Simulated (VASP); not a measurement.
Here is a VASP 6.6.1 calculation.

The input INCAR:

```
SYSTEM = Bi
PREC = Accurate
ENCUT = 520
EDIFF = 1E-7
ISMEAR = -1
SIGMA = 0.05
LREAL = .FALSE.
LASPH = .TRUE.
NELM = 60
ALGO = Fast
ISIF = 2
LWAVE = .FALSE.
LCHARG = .FALSE.
GGA = PS
NBANDS = 22
```

KPOINTS

```
Automatic mesh
0
G
  6 6 9
  0 0 0
```

File POSCAR:

```
Bi
1.0
    3.4885980000     -3.1325780000      0.0000000000
    3.4885980000      3.1325780000      0.0000000000
   -1.2602350000      0.0000000000      3.1135500000
Bi
2
Direct
    0.7530610000      0.7530610000      0.8573820000
    0.2469390000      0.2469390000      0.1426180000
```

Potentials or basis: VASP PAW PBE potentials, release 64 (Bi_d).

Run with:

```bash
$ cat potpaw_PBE.64/Bi_d/POTCAR > POTCAR
$ mpirun -np 1 vasp_std > vasp.out
```

Task: What does it give for the largest force?

Result: 0.057 eV/Å.

Task: Estimate the band gap on the k mesh.

Result: Zero (band 15 reaches 9.75 eV, above the bottom of band 16 at 4.90 eV).

Forces in eV/Å, atoms in the order of the input:
```
Bi   0.050  0.000  0.027
Bi  -0.050  0.000 -0.027
```

Caveat: the PAW data sets were made with another functional, which shifts forces and pressure a little; spin-orbit coupling is left out, which moves the levels of the heavy elements.
